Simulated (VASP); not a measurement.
# TbPIr2 (Cmmm) in VASP: a series of runs, part 2 of 2

VASP 6.6.1. The steps go on from the part before.

## (3) Relaxation of cell and atoms, PBE

The input, INCAR:

```
SYSTEM = TbPIr2
ALGO = Normal
EDIFF = 1E-7
EDIFFG = -0.04
ENCUT = 500
GGA = PE
GGA_COMPAT = .FALSE.
IBRION = 2
ISIF = 3
ISMEAR = 0
LASPH = .TRUE.
LCHARG = .FALSE.
LMAXMIX = 6
LREAL = .FALSE.
LWAVE = .FALSE.
NELM = 200
NELMIN = 4
NSW = 90
PREC = Accurate
SIGMA = 0.1
```

The input, KPOINTS:

```
k-points
0
G
  6 6 2
  0 0 0
```

The input, POSCAR:

```
TbPIr2
1.0
    2.1334810500     -2.3027953200      0.0000000000
    2.1334810500      2.3027953200      0.0000000000
    0.0000000000      0.0000000000      8.7042872900
Tb P Ir
1 1 2
Direct
    0.5000000000      0.5000000000      0.0000000000
    0.5000000000      0.5000000000      0.5000000000
    0.5000000000      0.5000000000      0.2803895700
    0.5000000000      0.5000000000      0.7196104300
```

Potentials or basis: VASP PAW PBE potentials, release 64 (Tb_3, P, Ir), 4f in core.

Command:

```sh
$ cat potpaw_PBE.64/Tb_3/POTCAR potpaw_PBE.64/P/POTCAR potpaw_PBE.64/Ir/POTCAR > POTCAR
$ mpirun -np 1 vasp_std > vasp.out
```

OUTCAR:

```text
SYSTEM = TbPIr2
   EDIFF = 1E-7
   EDIFFG = -0.04
   ENCUT = 500
   GGA = PE
   IBRION = 2
   ISIF = 3
   ISMEAR = 0
   LASPH = .TRUE.
   LREAL = .FALSE.
   NELM = 200
   NELMIN = 4
   NSW = 90
   PREC = Accurate

 ion  position               nearest neighbor table
   1  0.500  0.500  0.000-   3 2.44   4 2.44
   2  0.500  0.500  0.500-   3 1.91   4 1.91
   3  0.500  0.500  0.280-   2 1.91   1 2.44
   4  0.500  0.500  0.720-   2 1.91   1 2.44

  LATTYP: Found a base centered orthorhombic cell.
 ALAT       =     4.2669621000
 B/A-ratio  =     1.0793605690
 C/A-ratio  =     2.0399260846

  Lattice vectors:

 A1 = (   2.1334810500,  -2.3027953200,   0.0000000000)
 A2 = (   2.1334810500,   2.3027953200,   0.0000000000)
 A3 = (   0.0000000000,   0.0000000000,   8.7042872900)

Analysis of symmetry for initial positions (statically):
=====================================================================
 Subroutine PRICEL returns:
 Original cell was already a primitive cell.

 Routine SETGRP: Setting up the symmetry group for a
 base centered orthorhombic supercell.

 Subroutine GETGRP returns: Found  8 space group operations
 (whereof  8 operations were pure point group operations)
 out of a pool of  8 trial point group operations.

The static configuration has the point symmetry D_2h.

Analysis of symmetry for dynamics (positions and initial velocities):
=====================================================================
 Subroutine PRICEL returns:
 Original cell was already a primitive cell.

 Routine SETGRP: Setting up the symmetry group for a
 base centered orthorhombic supercell.

 Subroutine GETGRP returns: Found  8 space group operations
 (whereof  8 operations were pure point group operations)
 out of a pool of  8 trial point group operations.

The dynamic configuration has the point symmetry D_2h.

 Subroutine INISYM returns: Found  8 space group operations
 (whereof  8 operations are pure point group operations),
 and found     1 'primitive' translations
[... 111 lines left out ...]
   NUPDOWN=      -1.0000    fix difference up-down
   EMIN   =  10.00;   EMAX   =-10.00  energy-range for DOS
   EFERMI =   0.00;   METHOD = LEGACY
   ISMEAR =     0;   SIGMA  =   0.10  broadening in eV -4-tet -1-fermi 0-gaus
   EFERMI_NEDOS =   21; number of points for ismear=-14 and -15
   IALGO  =     38    algorithm
   IMIX   =      4    mixing-type and parameters
     AMIX     =   0.40;   BMIX     =  1.00
     AMIX_MAG =   1.60;   BMIX_MAG =  1.00
  volume/ion in A,a.u.               =      21.38       144.29
  Fermi-wavevector in a.u.,A,eV,Ry     =   1.179657  2.229228 18.933737  1.391590
  Thomas-Fermi vector in A             =   2.315964
   LORBIT       =      0    0 simple, 1 ext, 2 COOP (PROOUT), +10 PAW based schemes
   GGA     = PE    functional components
   LHFCALC =     F    Hartree Fock is set to
   AEXX    =    0.0000 exact exchange contribution
   IVDW    =     0    specifies the selected vdW correction
   LEPSILON=     F    determine dielectric tensor
   LRPA    =     F    only Hartree local field effects (RPA)
 conjugate gradient relaxation of ions
 non-spin polarized calculation
 Gauss-broadening in eV      SIGMA  =   0.10
  energy-cutoff  :      500.00
  volume of cell :       85.53
 maximum number of plane-waves:      2208
   NGX = 11   NGY = 11   NGZ = 31

--------------------------------------- Ionic step        1  -------------------------------------------

 number of electron      31.9999998 magnetization

 Free energy of the ion-electron system (eV)
  ---------------------------------------------------
  ext. energy  EPLUGINS =         0.00000000
  ---------------------------------------------------
  free energy    TOTEN  =       -22.00809663 eV

  energy without entropy =      -21.99016074  energy(sigma->0) =      -21.99912869

------------------------ aborting loop because EDIFF is reached ----------------------------------------

  FORCE on cell =-STRESS in cart. coord.  units (eV):
  Direction    XX          YY          ZZ          XY          YZ          ZX
  --------------------------------------------------------------------------------------
  -------------------------------------------------------------------------------------
  Total       -4.9360418     -5.7972071     41.7654023      0.0000000      0.0000000      0.0000000
  in kB      -92.4660007   -108.5980583    782.3839112      0.0000000      0.0000000      0.0000000
  external PRESSURE =     193.7732841 kB  Pullay stress =       0.0000000 kB
[... 1218 lines left out ...]
     19       4.5086      0.00000
     20       5.5985      0.00000

 [... further k-points ...]

[... ionic steps 4 to 22 ...]

--------------------------------------- Ionic step       23  -------------------------------------------

 number of electron      31.9999998 magnetization

------------------------ aborting loop because EDIFF is reached ----------------------------------------
[... 71 lines left out ...]
--------------------------------------- Ionic step       25  -------------------------------------------

 number of electron      31.9999998 magnetization

 Free energy of the ion-electron system (eV)
  ---------------------------------------------------
  ext. energy  EPLUGINS =         0.00000000
  ---------------------------------------------------
  free energy    TOTEN  =       -24.76773497 eV

  energy without entropy =      -24.76302748  energy(sigma->0) =      -24.76538122

 E-fermi :   5.6993     XC(G=0): -11.3624

 val. band max:        5.6072441864   @ k =  -0.1667   0.1667   0.5000
 cond. band min:       5.7695500813   @ k =   0.5000   0.1667   0.5000
 fundamental gap:      0.1623058950
 Fermi energy:         5.6993127349
[... 583 lines left out ...]
  FREE ENERGIE OF THE ION-ELECTRON SYSTEM (eV)
  ---------------------------------------------------
  free  energy   TOTEN  =       -24.7677349658 eV

  energy  without entropy=      -24.7630274807  energy(sigma->0) =      -24.76538122

 reached required accuracy - stopping structural energy minimisation
```

It took 13 min on 1 thread of AMD EPYC 7R13 (Zen 3), shared host; peak memory 0.22 GiB.

Results:

* Free energy: -24.7677 eV
* Relaxed volume: 19.91 Å³/atom
* Relaxed cell: a = 2.853 Å, b = 2.853 Å, c = 9.785 Å, α = 90.00°, β = 90.00°, γ = 89.96°
* Space group after relaxing (to 0.1 Å): P4/mmm (No. 123)
* Energy gained by relaxing: 689.9 meV/atom
* Ionic steps: 25
* Pressure after relaxing: 0.0 GPa
* Largest force after relaxing: 0.032 eV/Å
* Band gap on the k mesh: zero (bands 16 and 17 overlap by 2.86 eV)

Forces on the atoms (eV/Å):
```
Tb   0.000  0.000  0.000
P    0.000  0.000  0.000
Ir   0.000  0.000 -0.032
Ir   0.000  0.000  0.032
```

The path:
```csv
step,energy change (eV),largest force (eV/Å),pressure (GPa),volume (Å³)
1,0.0000,5.1923,19.38,85.53
2,1.7112,0.3395,-17.77,112.50
3,0.9441,0.0235,-18.54,107.93
4,0.0895,0.5061,-18.35,103.57
5,-1.6649,1.9713,-13.24,95.04
6,-1.9063,1.3265,-4.49,90.41
7,-1.9423,1.7671,-8.03,91.91
8,-1.9455,1.6964,-7.34,91.59
9,-2.6840,0.8156,-3.38,81.59
10,-2.7235,0.5953,-1.32,79.36
11,-2.7237,0.5691,-1.05,79.12
12,-2.7164,0.2298,3.74,77.63
13,-2.7416,0.2508,1.02,78.42
14,-2.7505,0.0953,0.20,79.29
15,-2.7516,0.0115,-0.20,79.76
16,-2.7535,0.0005,-0.24,79.67
17,-2.7536,0.0043,-0.25,79.65
18,-2.7548,0.0601,0.18,79.43
19,-2.7552,0.1068,0.54,79.25
20,-2.7563,0.1023,0.49,79.30
21,-2.7588,0.0885,0.35,79.43
22,-2.7579,0.0585,0.04,79.67
23,-2.7594,0.0763,0.23,79.53
24,-2.7596,0.0138,-0.16,79.69
25,-2.7596,0.0317,-0.05,79.65
```

Final structure:
```yaml
crystal:
  lattice:
    - [2.01807, -2.01659, 0.00000]
    - [2.01807, 2.01659, 0.00000]
    - [0.00000, 0.00000, 9.78531]
  atoms:
    - { symbol: Tb, position: [0.50000, 0.50000, 0.00000] }
    - { symbol: P, position: [0.50000, 0.50000, 0.50000] }
    - { symbol: Ir, position: [0.50000, 0.50000, 0.27994] }
    - { symbol: Ir, position: [0.50000, 0.50000, 0.72006] }
```

Caveat: the k points lie up to 0.37 Å⁻¹ apart in the final cell, too coarse for converged energies and pressures of a metal; spin-orbit coupling is left out, which moves the levels of the heavy elements; the 4f electrons are frozen in the core, so they carry no moment and show no levels. Spin polarisation is off, so any magnetic state and its effect on volume and gap are missing.

The gap in the log of VASP goes by the Fermi energy; the results here count the filled bands.